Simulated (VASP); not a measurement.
Runs of VASP 6.6.1 on InSb3. The structure is that of space group Fm-3m (No. 225), or close to it. The cells are those of the table. 

```tsv
cell	gap on the mesh (eV)	pressure (GPa)
a = 5.226 Å, angles 60.0°, 4 atoms	none	4.0
a = 5.388 Å, angles 60.0°, 4 atoms	none	(b)
a = 5.281 Å, angles 60.0°, 4 atoms	none	1.8
a = 5.440 Å, angles 60.0°, 4 atoms	none	-2.9
a = 5.335 Å, angles 60.0°, 4 atoms	none	(a)
```

Alike in all rows: task single point; level r2SCAN; potentials or basis VASP PAW PBE potentials, release 64 (In_d, Sb); no spin polarisation; k mesh 10 × 10 × 10; cutoff (eV) 520; smearing gaussian 0.1 eV.

Task: Fill in the values left out.

Result: (a) 0.0; (b) -1.6.

Caveats: the PAW data sets were made with another functional, which shifts forces and pressure a little; spin-orbit coupling is left out, which moves the levels of the heavy elements; the cell stands under pressure (at least some runs).

A k mesh can miss the band edges, and the runs leave out spin-orbit coupling on In, Sb.

A gap of «none» marks levels without a gap at the run's occupations.
